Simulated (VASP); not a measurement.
Wanted: the native input for a VASP 6.6.1 run.

- Task: single point
- Functional: PBE
- Potentials or basis: VASP PAW PBE potentials, release 64 (Ni)
- Cutoff: 520 eV
- k mesh: 17 × 17 × 10
- Occupations: fermi-dirac, width 0.08 eV
- Spin: collinear spin, ferromagnetic start
- Starting moments: [1.0, 1.0] μB
- Dipole correction: no
- Further INCAR settings: ALGO = Normal; EDIFF = 1e-06; NBANDS = 21

The structure of Ni lies in POSCAR:

```
Ni
1.0
    2.1872099862      0.0000000000      0.0000000000
   -1.0936049931      1.8941794114      0.0000000000
    0.0000000000      0.0000000000      3.5912863656
Ni
2
Direct
    0.3333333333      0.6666666667      0.2500000000
    0.6666666667      0.3333333333      0.7500000000
```

This isn't the form of Ni at room conditions, which is fcc.

One way to write it, as run:

INCAR

```
SYSTEM = Ni
PREC = Accurate ; ENCUT = 520
EDIFF = 1E-6 ; ISMEAR = -1
SIGMA = 0.08 ; LREAL = .False.
LASPH = .True. ; NELM = 150
ALGO = Normal ; ISIF = 2
LWAVE = .False. ; LCHARG = .True.
ISPIN = 2 ; MAGMOM = 1 1
LORBIT = 11 ; LMAXMIX = 4
GGA = PE ; LELF = .True.
LVHAR = .True. ; NBANDS = 21
```

KPOINTS

```
Automatic mesh
0
Gamma
  17 17 10
  0 0 0
```

Potentials or basis: VASP PAW PBE potentials, release 64 (Ni).

Launch:

```bash
$ cat potpaw_PBE.64/Ni/POTCAR > POTCAR
$ mpirun -np 1 vasp_std > vasp.out
```

Results of the run:

```yaml
Pressure: 189.5 GPa
Net_moment: 1.00 μB per cell
Site_moments: Ni +0.48 μB
```

Caveat: the cell stands under pressure.

It took 80 s on 1 thread of Intel(R) Xeon(R) Platinum 8488C (Sapphire Rapids) (shared host), peak memory 0.19 GiB.
